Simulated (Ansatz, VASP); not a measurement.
Two plane-wave programs on V

```
V
1.0
     0.00000    1.91475    1.91475
     1.91475    0.00000    1.91475
     1.91475    1.91475    0.00000
V
1
Direct
  0.00000 0.00000 0.00000
```

Alike in both runs: task single point; functional PBE; k mesh 8 × 8 × 8; collinear spin.

|  | VASP | Ansatz |
| --- | --- | --- |
| version | VASP 6.6.1 | Ansatz 0.2 development build |
| potentials or method | VASP PAW PBE potentials, release 64 (V_sv) | scalar-relativistic |
| plane-wave cutoff (eV) | 500 | 1143 |
| occupations | fermi-dirac, width 0.1 eV | fermi-dirac |

```csv
,VASP,Ansatz,Ansatz less VASP
net moment per atom (μB),0.00,0.00,0.000
```
